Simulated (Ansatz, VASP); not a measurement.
Ta2C in VASP and in Ansatz

```xyz
3
Lattice="3.0669 0.0000 0.0000 -1.5334 2.6560 0.0000 0.0000 0.0000 4.9043" Properties=species:S:1:pos:R:3 pbc="T T T"
Ta    0.0000    1.7707    1.2448
Ta    1.5334    0.8853    3.6595
C     0.0000    0.0000    0.0000
```

Alike in both runs: functional LDA; k mesh 4 × 4 × 2; occupations fermi-dirac, width 0.01 eV; no spin polarisation.

Ansatz relaxed the structure, and its values are those at the end. VASP's run is a single point on that final structure, the one shown.

|  | VASP | Ansatz |
| --- | --- | --- |
| version | VASP 6.6.1 | Ansatz 0.2.0 |
| potentials or method | VASP PAW LDA potentials, release 64 (Ta_sv_GW, C) | plane waves, PAW |
| plane-wave cutoff (eV) | 600 | 420 |
| valence electrons in the cell | 30 | 30 |

|  | VASP | Ansatz | Ansatz less VASP |
| --- | --- | --- | --- |
| pressure (GPa) | 0.9 | 0.0 | -0.94 |
| rms of the force components (eV/Å) | 0.025 | 0.000 | -0.0251 |

LDA's correlation is that of Perdew and Zunger in VASP and of Perdew and Wang (1992) in Ansatz.

The k mesh is coarse, so the values compare programs but aren't converged. Neither program's run includes spin-orbit coupling.
